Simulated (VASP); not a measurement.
## InP: single point with r2SCAN

The system is InP.

```xyz
2
Lattice="0.0000 2.9536 2.8650 2.9536 0.0000 2.8650 2.9536 2.9536 0.0000" Properties=species:S:1:pos:R:3 pbc="T T T"
In    0.0000    0.0000    0.0000
P     4.4304    4.4304    4.2974
```

This cell differs from its parent crystal: strain -0.0300 x Voigt [0, 0, 1, 0, 0, 0].

```json
{
  "Program": "VASP 6.6.1",
  "Task": "single point",
  "Functional": "r2SCAN",
  "Potentials or basis": "VASP PAW PBE potentials, release 64 (In_d, P)",
  "Cutoff": "520 eV",
  "k mesh": "8 × 8 × 8",
  "Occupations": "gaussian, width 0.05 eV",
  "Spin": "no spin polarisation"
}
```

```
Pressure               : 2.1 GPa
Band gap on the k mesh : 1.11 eV, direct
```

Stress tensor (GPa, compression positive):
```
1.67 0.00 0.00
0.00 1.67 0.00
0.00 0.00 2.92
```

Levels at points of the mesh, in eV from the valence-band top:
| k point | band 5 | band 6 | band 7 | band 8 | band 9 | band 10 | band 11 | band 12 | band 13 | band 14 |
| --- | --- | --- | --- | --- | --- | --- | --- | --- | --- | --- |
| (0.00, 0.00, 0.00) | -14.58 | -12.14 | -0.14 | -0.14 | 0.00 | 1.11 | 4.32 | 4.37 | 4.37 | 9.06 |
| (0.50, 0.00, 0.00) | -14.56 | -10.31 | -6.01 | -1.22 | -1.01 | 1.77 | 4.96 | 5.19 | 7.48 | 10.02 |
| (0.50, 0.50, 0.00) | -14.54 | -9.55 | -5.87 | -2.65 | -2.65 | 1.79 | 2.26 | 10.05 | 10.24 | 10.24 |
| (0.50, 0.00, 0.50) | -14.55 | -9.66 | -6.07 | -2.48 | -2.46 | 1.96 | 2.55 | 9.72 | 10.15 | 10.31 |

Wall time 120 s on 1 thread of Intel(R) Xeon(R) Platinum 8488C (Sapphire Rapids), on a shared host, peak memory 0.21 GiB.

Caveat: the cell differs from its parent crystal (strain -0.0300 x Voigt [0, 0, 1, 0, 0, 0]); the PAW data sets were made with another functional, which shifts forces and pressure a little; spin-orbit coupling is left out, which moves the levels of the heavy elements.
